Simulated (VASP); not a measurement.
Here is a VASP 6.6.1 calculation.

INCAR

```
SYSTEM = NaAl15N15
ALGO = Normal
EDIFF = 1E-7
ENCUT = 520
GGA = PE
ISIF = 2
ISMEAR = 0
LASPH = .TRUE.
LCHARG = .FALSE.
LREAL = Auto
LWAVE = .FALSE.
NBANDS = 84
NELECT = 128.0
NELM = 100
PREC = Accurate
SIGMA = 0.01
```

The input KPOINTS:

```
Automatic mesh
0
Gamma
  1 1 1
  0.25 0.25 0.25
```

File POSCAR:

```
NaAl15N15
1.0
    6.2595139102      0.0000000601      0.0000000000
   -3.1297570100      5.4208980298      0.0000000000
    0.0000000000      0.0000000000     10.0348065900
Al Na N
15 1 15
Direct
    0.3374847066      0.1626718209      0.2527781108
    0.3319607765      0.1686919435      0.7519349242
    0.1667334694      0.3332461249      0.9949981049
    0.3355683822      0.6660106354      0.2505581410
    0.1677831099      0.8266533915      0.4955920514
    0.3308668648      0.6647666015      0.7498197441
    0.1656723485      0.8337408849      1.0008973418
    0.8344238219      0.1647500838      0.2504740163
    0.6722704768      0.3316344142      0.4950644894
    0.8349836059      0.1692391195      0.7497171274
    0.6662684792      0.3343833345      1.0008378875
    0.8328286645      0.6669528533      0.2515569172
    0.6618178744      0.8382947620      0.4974648174
    0.8316214824      0.6689994798      0.7462092151
    0.6661625993      0.8339421036      0.9991226812
    0.1867772061      0.3128846262      0.4954732987
    0.1714897015      0.3298539251      0.1883599497
    0.3345491445      0.1654061755      0.9422658509
    0.1672380653      0.3321661819      0.7129687028
    0.3452905668      0.6943924218      0.4319532211
    0.1648933685      0.8291320700      0.1894610045
    0.3325876332      0.6727849761      0.9419487852
    0.1681838607      0.8363489057      0.6870494340
    0.8056873477      0.1546349692      0.4318294606
    0.6705002017      0.3344952177      0.1894554763
    0.8272419825      0.1673940092      0.9418804784
    0.6646427718      0.3329937443      0.6868026993
    0.8315204848      0.6688077529      0.4415054132
    0.6700216804      0.8301917815      0.1864253361
    0.8320540961      0.6679871826      0.9372399026
    0.6657070012      0.8341275179      0.6907339018
```

Potentials or basis: VASP PAW PBE potentials, release 64 (Al, Na_pv, N).

Run with:

```console
$ cat potpaw_PBE.64/Al/POTCAR potpaw_PBE.64/Na_pv/POTCAR potpaw_PBE.64/N/POTCAR > POTCAR
$ mpirun -np 1 vasp_std > vasp.out
```

Task: Estimate the largest force.

Result: 0.333 eV/Å.

Forces on the atoms (eV/Å):
```
Al   0.125 -0.090 -0.058
Al   0.148 -0.079  0.017
Al  -0.108  0.073 -0.022
Al   0.089  0.012  0.086
Al   0.272  0.041  0.080
Al   0.084 -0.085 -0.036
Al  -0.128  0.071 -0.016
Al   0.059 -0.084  0.083
Al   0.120 -0.236  0.103
Al   0.113 -0.045 -0.036
Al  -0.123  0.067 -0.010
Al   0.086 -0.050 -0.091
Al  -0.290  0.161  0.034
Al   0.153 -0.084  0.026
Al  -0.119  0.062  0.009
Na  -0.016  0.017 -0.086
N   -0.165  0.029  0.157
N    0.193 -0.103  0.056
N   -0.198  0.160 -0.015
N    0.053 -0.095  0.032
N   -0.113  0.130 -0.039
N    0.212 -0.124 -0.022
N   -0.165  0.043  0.088
N    0.089  0.017  0.037
N   -0.146  0.088 -0.050
N    0.202 -0.113 -0.010
N   -0.155  0.060  0.099
N   -0.150  0.063 -0.273
N   -0.133  0.081 -0.027
N    0.162 -0.092  0.009
N   -0.153  0.104 -0.123
```

Caveat: the k points lie up to 0.58 Å⁻¹ apart; the cell carries a net charge on a neutralising background, which shifts energy and pressure.
